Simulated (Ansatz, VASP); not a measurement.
## AlCo2 in VASP and in Ansatz

```xyz
3
Lattice="3.9470 0.0000 0.0000 -1.9735 3.4182 0.0000 0.0000 0.0000 2.5732" Properties=species:S:1:pos:R:3 pbc="T T T"
Al    0.0000    0.0000    0.0000
Co    0.0000    2.2788    1.2866
Co    1.9735    1.1394    1.2866
```

Change from the starting cell: species swapped into the BaSi2 type (P-3m1, No. 164).

Alike in both runs: task relaxation of cell and atoms; functional PBE; k mesh 6 × 6 × 6; occupations gaussian, width 0.1 eV; no spin polarisation.

|  | VASP | Ansatz |
| --- | --- | --- |
| version | VASP 6.6.1 | Ansatz 0.2.0 |
| potentials or method | VASP PAW PBE potentials, release 64 (Al, Co), cutoff 600 eV | scalar-relativistic, plane waves, PAW |
| valence electrons in the cell | 21 | 37 |

Ansatz gave:

```
gap on the k mesh at the Fermi level, each at its own relaxed structure (eV) : none
relaxed volume (Å³/atom)                                                     : 11.66
relaxed cell length with the largest relative difference (Å)                 : 3.947
```

**Question.** Which values does VASP return?

**Answer.** gap on the k mesh at the Fermi level, each at its own relaxed structure (eV): none; relaxed volume (Å³/atom): 11.63; relaxed cell length with the largest relative difference (Å): 3.941.

A gap of «none» marks a metal or a gap that the smearing closes. VASP's potentials hold 21 valence electrons a cell and Ansatz's 37, so a difference there can come from the potentials and not from the codes.

The k mesh is coarse, so the values compare programs but aren't converged.
